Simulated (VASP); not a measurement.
Input of a VASP 6.6.1 run:

The input INCAR:

```
PREC     = Accurate       # precision mode
ENCUT    = 520            # plane-wave cutoff, eV
EDIFF    = 1E-6           # SCF threshold, eV
ISMEAR   = 0              # smearing method
SIGMA    = 0.1            # smearing width, eV
LREAL    = False          # projectors in reciprocal space
LASPH    = True           # aspherical terms in the spheres
NELM     = 60             # most SCF steps
ALGO     = Normal         # electronic algorithm
ISIF     = 2              # what is computed and relaxed
LWAVE    = False          # write WAVECAR
LCHARG   = True           # write CHGCAR
LDIPOL   = True         
IDIPOL   = 3            
DIPOL    = 0.5 0.5 0.499
GGA      = PS             # functional
LELF     = True           # ELF
LVHAR    = True         
LVACPOTAV= True         
NBANDS   = 42             # bands
```

The input KPOINTS:

```
Automatic mesh
0
Gamma
  10 10 1
```

The input POSCAR:

```
Al3Ru4
1.0
    2.9764078218      0.0000000000      0.0000000000
    0.0000000000      2.9764078218      0.0000000000
    0.0000000000      0.0000000000     25.9292234653
Ru Al
4 3
Direct
    0.5000000000      0.5000000000      0.3278154477
    0.5000000000      0.5000000000      0.4426051492
    0.5000000000      0.5000000000      0.5559671653
    0.5000000000      0.5000000000      0.6668971343
    0.0000000000      0.0000000000      0.3852102985
    0.0000000000      0.0000000000      0.4991047710
    0.0000000000      0.0000000000      0.6128916908
```

Potentials or basis: VASP PAW PBE potentials, release 64 (Ru_pv, Al).

Command:

```sh
$ cat potpaw_PBE.64/Ru_pv/POTCAR potpaw_PBE.64/Al/POTCAR > POTCAR
$ mpirun -np 1 vasp_std > vasp.out
```

(1) Estimate the largest force.

## Answers

(1) 0.613 eV/Å.

Caveat: the PAW data sets were made with another functional, which shifts forces and pressure a little.
